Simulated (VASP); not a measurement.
# InAs (Fm-3m) in VASP: further runs

Runs on InAs. Level: PBEsol. Tasks: single point.

Program: VASP 6.6.1. These are calculated values, not measurements. Logs are shortened: lines on timing, memory, paths and dates and some standing lists are left out, and cuts for length are marked.

## 1. The cell of the first run

Symmetry: Fm-3m, No. 225, cubic system. Conventional cell: a = 5.755 Å, b = 5.755 Å, c = 5.755 Å, α = 90.00°, β = 90.00°, γ = 90.00°. In (site symmetry m-3m) has 6 As at 2.88 Å within 3.8 Å. Within 3.8 Å of As (site symmetry m-3m) lie 6 In at 2.88 Å.

## 2. Single point, PBEsol

Contents of INCAR:

```
SYSTEM = InAs
PREC = Accurate
ENCUT = 500
EDIFF = 1E-6
ISMEAR = 0
SIGMA = 0.1
LREAL = .FALSE.
LASPH = .TRUE.
NELM = 120
ALGO = Normal
ISIF = 2
LWAVE = .FALSE.
LCHARG = .FALSE.
GGA = PS
NBANDS = 16
GGA_COMPAT = .FALSE.
```

Contents of KPOINTS:

```
Automatic mesh
0
G
  6 6 6
  0 0 0
```

Contents of POSCAR:

```
InAs
1.0
    0.0000000000      2.8773040000      2.8773040000
    2.8773040000      0.0000000000      2.8773040000
    2.8773040000      2.8773040000      0.0000000000
In As
1 1
Direct
    0.5000000000      0.5000000000      0.5000000000
    0.0000000000      0.0000000000      0.0000000000
```

Potentials or basis: VASP PAW PBE potentials, release 64 (In_d, As).

Started as:

```console
$ cat potpaw_PBE.64/In_d/POTCAR potpaw_PBE.64/As/POTCAR > POTCAR
$ mpirun -np 1 vasp_std > vasp.out
```

OUTCAR:

```text
SYSTEM = InAs
   PREC = Accurate
   ENCUT = 500
   EDIFF = 1E-6
   ISMEAR = 0
   LREAL = .FALSE.
   LASPH = .TRUE.
   NELM = 120
   ISIF = 2
   GGA = PS

 ion  position               nearest neighbor table
   1  0.500  0.500  0.500-   2 2.88   2 2.88   2 2.88   2 2.88   2 2.88   2 2.88
   2  0.000  0.000  0.000-   1 2.88   1 2.88   1 2.88   1 2.88   1 2.88   1 2.88

  LATTYP: Found a face centered cubic cell.
 ALAT       =     5.7546080000

  Lattice vectors:

 A1 = (   0.0000000000,   2.8773040000,   2.8773040000)
 A2 = (   2.8773040000,   0.0000000000,   2.8773040000)
 A3 = (   2.8773040000,   2.8773040000,   0.0000000000)

Analysis of symmetry for initial positions (statically):
=====================================================================
 Subroutine PRICEL returns:
 Original cell was already a primitive cell.

 Routine SETGRP: Setting up the symmetry group for a
 face centered cubic supercell.

 Subroutine GETGRP returns: Found 48 space group operations
 (whereof 48 operations were pure point group operations)
 out of a pool of 48 trial point group operations.

The static configuration has the point symmetry O_h .

Analysis of symmetry for dynamics (positions and initial velocities):
=====================================================================
 Subroutine PRICEL returns:
 Original cell was already a primitive cell.

 Routine SETGRP: Setting up the symmetry group for a
 face centered cubic supercell.

 Subroutine GETGRP returns: Found 48 space group operations
 (whereof 48 operations were pure point group operations)
 out of a pool of 48 trial point group operations.

The dynamic configuration has the point symmetry O_h .

 Subroutine INISYM returns: Found 48 space group operations
 (whereof 48 operations are pure point group operations),
 and found     1 'primitive' translations

----------------------------------------------------------------------------------------

                                     Primitive cell

  volume of cell :      47.6417

  direct lattice vectors                    reciprocal lattice vectors
     0.000000000  2.877304000  2.877304000    -0.173773783  0.173773783  0.173773783
     2.877304000  0.000000000  2.877304000     0.173773783 -0.173773783  0.173773783
     2.877304000  2.877304000  0.000000000     0.173773783  0.173773783 -0.173773783

  length of vectors
     4.069122340  4.069122340  4.069122340     0.300985021  0.300985021  0.300985021

  position of ions in fractional coordinates (direct lattice)
     0.500000000  0.500000000  0.500000000
     0.000000000  0.000000000  0.000000000

  ion indices of the primitive-cell ions
   primitive index   ion index
                 1           1
                 2           2

----------------------------------------------------------------------------------------

 KPOINTS: Automatic mesh

Automatic generation of k-mesh.
 Grid dimensions read from file:
 generate k-points for:    6    6    6

 Generating k-lattice:

  Cartesian coordinates                     Fractional coordinates (reciprocal lattice)
    -0.028962297  0.028962297  0.028962297     0.166666667  0.000000000  0.000000000
     0.028962297 -0.028962297  0.028962297     0.000000000  0.166666667  0.000000000
     0.028962297  0.028962297 -0.028962297     0.000000000  0.000000000  0.166666667

  Length of vectors
     0.050164170  0.050164170  0.050164170

  Shift w.r.t. Gamma in fractional coordinates (k-lattice)
     0.000000000  0.000000000  0.000000000

 Subroutine IBZKPT returns following result:
 ===========================================

 Found     16 irreducible k-points:

 Following reciprocal coordinates:
            Coordinates               Weight
  0.000000  0.000000  0.000000      1.000000
  0.166667  0.000000  0.000000      8.000000
  0.333333  0.000000  0.000000      8.000000
  0.500000  0.000000  0.000000      4.000000
  0.166667  0.166667  0.000000      6.000000
  0.333333  0.166667  0.000000     24.000000
[... 8 lines left out ...]
 -0.333333  0.333333  0.166667     24.000000
 -0.333333  0.500000  0.166667     12.000000
   k-points           NKPTS =     16   k-points in BZ     NKDIM =     16   number of bands    NBANDS=     16
   number of dos      NEDOS =    301   number of ions     NIONS =      2
   total plane-waves  NPLWV =  27000
   dimension x,y,z NGX =    30 NGY =   30 NGZ =   30
   dimension x,y,z NGXF=    60 NGYF=   60 NGZF=   60
   ions per type =               1   1
   NGX,Y,Z   is equivalent  to a cutoff of  12.26, 12.26, 12.26 a.u.
   NGXF,Y,Z  is equivalent  to a cutoff of  24.51, 24.51, 24.51 a.u.
 SYSTEM =  InAs
   PREC   = accura    normal or accurate (medium, high low for compatibility)
   ISTART =      0    job   : 0-new  1-cont  2-samecut
   ICHARG =      2    charge: 1-file 2-atom 10-const
   ISPIN  =      1    spin polarized calculation?
   LNONCOLLINEAR =      F non collinear calculations
   LSORBIT =      F    spin-orbit coupling
   LASPH  =      T    aspherical Exc in radial PAW
   ENCUT  =  500.0 eV  36.75 Ry    6.06 a.u.   7.42  7.42  7.42*2*pi/ulx,y,z
   NELM   =    120;   NELMIN=  2; NELMDL= -5     # of ELM steps
   EDIFF  = 0.1E-05   stopping-criterion for ELM
   LREAL  =      F    real-space projection
   EDIFFG = 0.1E-04   stopping-criterion for IOM
   NSW    =      0    number of steps for IOM
   IBRION =     -1    ionic relax: 0-MD 1-quasi-New 2-CG
   NFREE  =      0    steps in history (QN), initial steepest desc. (CG)
   ISIF   =      2    stress and relaxation
   ISYM   =      2    0-nonsym 1-usesym 2-fastsym
   POTIM  = 0.5000    time-step for ionic-motion
   TEBEG  =    0.0;   TEEND  =   0.0 temperature during run
   PSTRESS=    0.0 pullay stress
   NELECT =      18.0000    total number of electrons
   NUPDOWN=      -1.0000    fix difference up-down
   EMIN   =  10.00;   EMAX   =-10.00  energy-range for DOS
   EFERMI =   0.00;   METHOD = LEGACY
   ISMEAR =     0;   SIGMA  =   0.10  broadening in eV -4-tet -1-fermi 0-gaus
   EFERMI_NEDOS =   21; number of points for ismear=-14 and -15
   IALGO  =     38    algorithm
   IMIX   =      4    mixing-type and parameters
     AMIX     =   0.40;   BMIX     =  1.00
     AMIX_MAG =   1.60;   BMIX_MAG =  1.00
  volume/ion in A,a.u.               =      23.82       160.75
  Fermi-wavevector in a.u.,A,eV,Ry     =   1.183505  2.236499 19.057448  1.400683
  Thomas-Fermi vector in A             =   2.319738
   LORBIT       =      0    0 simple, 1 ext, 2 COOP (PROOUT), +10 PAW based schemes
   GGA     = PS    functional components
   LHFCALC =     F    Hartree Fock is set to
   AEXX    =    0.0000 exact exchange contribution
   IVDW    =     0    specifies the selected vdW correction
   LEPSILON=     F    determine dielectric tensor
   LRPA    =     F    only Hartree local field effects (RPA)
 non-spin polarized calculation
 Gauss-broadening in eV      SIGMA  =   0.10
  energy-cutoff  :      500.00
  volume of cell :       47.64
 maximum number of plane-waves:      1243
 NGX is ok and might be reduce to    30
   NGX = 15   NGY = 15   NGZ = 15

 number of electron      18.0000002 magnetization

 Free energy of the ion-electron system (eV)
  ---------------------------------------------------
  ext. energy  EPLUGINS =         0.00000000
  ---------------------------------------------------
  free energy    TOTEN  =        -8.21589298 eV

  energy without entropy =       -8.20641796  energy(sigma->0) =       -8.21115547

 E-fermi :   5.8207     XC(G=0): -10.2488

 val. band max:        5.7719875678   @ k =  -0.3333   0.1667   0.0000
 cond. band min:       5.8221522943   @ k =   0.3333   0.0000   0.0000
 fundamental gap:      0.0501647265
 Fermi energy:         5.8207223201

 k-point     1 :       0.0000    0.0000    0.0000
  band No.  band energies     occupation
      1      -8.4519      2.00000
      2      -8.4519      2.00000
      3      -8.4307      2.00000
      4      -8.4307      2.00000
      5      -8.4307      2.00000
      6      -6.3298      2.00000
[... 8 lines left out ...]
     15      13.2194      0.00000
     16      13.2194      0.00000

 k-point     2 :       0.1667    0.0000    0.0000
  band No.  band energies     occupation
      1      -8.4631      2.00000
      2      -8.4631      2.00000
      3      -8.4313      2.00000
      4      -8.4181      2.00000
      5      -8.4181      2.00000
      6      -6.0328      2.00000
[... 8 lines left out ...]
     15      13.7190      0.00000
     16      13.7190      0.00000

 k-point     3 :       0.3333    0.0000    0.0000
  band No.  band energies     occupation
      1      -8.4889      2.00000
      2      -8.4889      2.00000
      3      -8.4347      2.00000
      4      -8.3894      2.00000
      5      -8.3894      2.00000
      6      -5.2488      2.00000
[... 8 lines left out ...]
     15      15.5055      0.00000
     16      15.5055      0.00000

 k-point     4 :       0.5000    0.0000    0.0000
  band No.  band energies     occupation
      1      -8.5019      2.00000
      2      -8.5019      2.00000
      3      -8.4371      2.00000
      4      -8.3746      2.00000
      5      -8.3746      2.00000
      6      -4.6513      2.00000
[... 8 lines left out ...]
     15      17.5931      0.00000
     16      17.5931      0.00000
[... 172 lines left out ...]
 k-point    14 :       0.5000    0.3333    0.1667
  band No.  band energies     occupation
      1      -8.5944      2.00000
      2      -8.4607      2.00000
      3      -8.4360      2.00000
      4      -8.3863      2.00000
      5      -8.3728      2.00000
      6      -4.5143      2.00000
[... 8 lines left out ...]
     15      17.5611      0.00000
     16      17.7211      0.00000

 k-point    15 :      -0.3333    0.3333    0.1667
  band No.  band energies     occupation
      1      -8.6122      2.00000
      2      -8.4696      2.00000
      3      -8.4151      2.00000
      4      -8.4057      2.00000
      5      -8.3610      2.00000
      6      -4.0142      2.00000
[... 8 lines left out ...]
     15      15.5288      0.00000
     16      19.0770      0.00000

 k-point    16 :      -0.3333    0.5000    0.1667
  band No.  band energies     occupation
      1      -8.6691      2.00000
      2      -8.4467      2.00000
      3      -8.4415      2.00000
      4      -8.3826      2.00000
      5      -8.3504      2.00000
      6      -3.7617      2.00000
[... 8 lines left out ...]
     15      17.3462      0.00000
     16      19.9386      0.00000

------------------------ aborting loop because EDIFF is reached ----------------------------------------

  FORCE on cell =-STRESS in cart. coord.  units (eV):
  Direction    XX          YY          ZZ          XY          YZ          ZX
  --------------------------------------------------------------------------------------
  -------------------------------------------------------------------------------------
  Total       -0.9398269     -0.9398269     -0.9398269     -0.0000000     -0.0000000      0.0000000
  in kB      -31.6061220    -31.6061220    -31.6061220     -0.0000000     -0.0000000      0.0000000
  external PRESSURE =     -31.6061220 kB  Pullay stress =       0.0000000 kB

 VOLUME and BASIS-vectors are now :
 -----------------------------------------------------------------------------
  energy-cutoff  :      500.00
  volume of cell :       47.64
      direct lattice vectors                 reciprocal lattice vectors
     0.000000000  2.877304000  2.877304000    -0.173773783  0.173773783  0.173773783
     2.877304000  0.000000000  2.877304000     0.173773783 -0.173773783  0.173773783
     2.877304000  2.877304000  0.000000000     0.173773783  0.173773783 -0.173773783

 POSITION                                       TOTAL-FORCE (eV/Angst)
 -----------------------------------------------------------------------------------
      2.87730      2.87730      2.87730        -0.000000      0.000000     -0.000000
      0.00000      0.00000      0.00000         0.000000     -0.000000      0.000000
 -----------------------------------------------------------------------------------
    total drift:                                0.000000      0.000000      0.000000

  FREE ENERGIE OF THE ION-ELECTRON SYSTEM (eV)
  ---------------------------------------------------
  free  energy   TOTEN  =        -8.2158929829 eV

  energy  without entropy=       -8.2064179627  energy(sigma->0) =       -8.21115547
```

It took 7.4 s on 1 thread of AMD EPYC 9R45 (Zen 5), shared host; peak memory 0.14 GiB.

Results:

```
Free energy            : -8.2159 eV
Pressure               : -3.2 GPa
Band gap on the k mesh : zero (bands 9 and 10 overlap by 2.62 eV)
```

Caveat: the cell stands under tension; the PAW data sets were made with another functional, which shifts forces and pressure a little; spin-orbit coupling is left out, which moves the levels of the heavy elements.

## 3. Single point, PBEsol

This run uses another cell than the first one, of 19.84 Å³/atom.

Contents of INCAR:

```
SYSTEM = InAs
PREC = Accurate ; ENCUT = 500
EDIFF = 1E-6 ; ISMEAR = 0
SIGMA = 0.1 ; LREAL = .FALSE.
LASPH = .TRUE. ; NELM = 120
ALGO = Normal ; ISIF = 2
LWAVE = .FALSE. ; LCHARG = .FALSE.
GGA = PS ; NBANDS = 16
GGA_COMPAT = .FALSE.
```

Contents of KPOINTS:

```
regular mesh
0
G
  12 12 12
  0 0 0
```

Contents of POSCAR:

```
InAs
1.0
    0.0000000000      2.7071071493      2.7071071493
    2.7071071493      0.0000000000      2.7071071493
    2.7071071493      2.7071071493      0.0000000000
In As
1 1
Direct
    0.5000000000      0.5000000000      0.5000000000
    0.0000000000      0.0000000000      0.0000000000
```

Potentials or basis: VASP PAW PBE potentials, release 64 (In_d, As).

Started as:

```console
$ cat potpaw_PBE.64/In_d/POTCAR potpaw_PBE.64/As/POTCAR > POTCAR
$ mpirun -np 1 vasp_std > vasp.out
```

OUTCAR:

```text
SYSTEM = InAs
   PREC = Accurate
   ENCUT = 500
   EDIFF = 1E-6
   ISMEAR = 0
   LREAL = .FALSE.
   LASPH = .TRUE.
   NELM = 120
   ISIF = 2
   GGA = PS

 ion  position               nearest neighbor table
   1  0.500  0.500  0.500-   2 2.71   2 2.71   2 2.71   2 2.71   2 2.71   2 2.71
   2  0.000  0.000  0.000-   1 2.71   1 2.71   1 2.71   1 2.71   1 2.71   1 2.71

  LATTYP: Found a face centered cubic cell.
 ALAT       =     5.4142142986

  Lattice vectors:

 A1 = (   0.0000000000,   2.7071071493,   2.7071071493)
 A2 = (   2.7071071493,   0.0000000000,   2.7071071493)
 A3 = (   2.7071071493,   2.7071071493,   0.0000000000)

Analysis of symmetry for initial positions (statically):
=====================================================================
 Subroutine PRICEL returns:
 Original cell was already a primitive cell.

 Routine SETGRP: Setting up the symmetry group for a
 face centered cubic supercell.

 Subroutine GETGRP returns: Found 48 space group operations
 (whereof 48 operations were pure point group operations)
 out of a pool of 48 trial point group operations.

The static configuration has the point symmetry O_h .

[... 155 lines left out ...]
  ---------------------------------------------------
  free energy    TOTEN  =        -8.01537915 eV

  energy without entropy =       -8.00947596  energy(sigma->0) =       -8.01242755

 E-fermi :   7.9724     XC(G=0): -11.1023

 val. band max:        7.9534143651   @ k =  -0.3333   0.1667   0.0000
 cond. band min:       7.9731585389   @ k =  -0.0833   0.0833   0.0000
 fundamental gap:      0.0197441738
 Fermi energy:         7.9723524187

 k-point     1 :       0.0000    0.0000    0.0000
  band No.  band energies     occupation
      1      -6.5611      2.00000
      2      -6.5611      2.00000
      3      -6.5311      2.00000
      4      -6.5311      2.00000
      5      -6.5311      2.00000
      6      -5.5111      2.00000
[... 433 lines left out ...]
      3      -6.5370      2.00000
      4      -6.4599      2.00000
      5      -6.4276      2.00000
      6      -2.8352      2.00000
[... 8 lines left out ...]
     15      19.2279      0.00000
     16      19.7289      0.00000

 [... further k-points ...]
[... 5 lines left out ...]
  --------------------------------------------------------------------------------------
  -------------------------------------------------------------------------------------
  Total        3.1958490      3.1958490      3.1958490      0.0000000      0.0000000      0.0000000
  in kB      129.0477687    129.0477687    129.0477687      0.0000000      0.0000000      0.0000000
  external PRESSURE =     129.0477687 kB  Pullay stress =       0.0000000 kB

 VOLUME and BASIS-vectors are now :
 -----------------------------------------------------------------------------
  energy-cutoff  :      500.00
  volume of cell :       39.68
      direct lattice vectors                 reciprocal lattice vectors
     0.000000000  2.707107149  2.707107149    -0.184699006  0.184699006  0.184699006
     2.707107149  0.000000000  2.707107149     0.184699006 -0.184699006  0.184699006
     2.707107149  2.707107149  0.000000000     0.184699006  0.184699006 -0.184699006

 POSITION                                       TOTAL-FORCE (eV/Angst)
 -----------------------------------------------------------------------------------
      2.70711      2.70711      2.70711        -0.000000     -0.000000     -0.000000
      0.00000      0.00000      0.00000         0.000000      0.000000      0.000000
 -----------------------------------------------------------------------------------
    total drift:                                0.000000      0.000000      0.000000

  FREE ENERGIE OF THE ION-ELECTRON SYSTEM (eV)
  ---------------------------------------------------
  free  energy   TOTEN  =        -8.0153791531 eV

  energy  without entropy=       -8.0094759554  energy(sigma->0) =       -8.01242755
```

It took 22 s on 1 thread of AMD EPYC 9R45 (Zen 5), shared host; peak memory 0.15 GiB.

Results:

- Free energy: -8.0154 eV
- Pressure: 12.9 GPa
- Band gap on the k mesh: zero (bands 9 and 10 overlap by 3.30 eV)

Levels at points of the mesh, in eV from the Fermi level:
| k point | band 7 | band 8 | band 9 | band 10 | band 11 | band 12 |
| --- | --- | --- | --- | --- | --- | --- |
| (0.00, 0.00, 0.00) | -0.29 | -0.29 | -0.29 | 0.74 | 7.34 | 7.34 |
| (0.50, 0.00, 0.00) | -7.56 | 0.30 | 0.30 | 2.23 | 3.29 | 3.29 |
| (0.50, 0.50, 0.00) | -5.90 | -2.85 | -2.85 | -2.79 | 3.52 | 10.73 |

Caveat: the cell stands under pressure; the PAW data sets were made with another functional, which shifts forces and pressure a little; spin-orbit coupling is left out, which moves the levels of the heavy elements.

[end of part 1 of 3]

The gap in the log of VASP goes by the Fermi energy; the results here count the filled bands.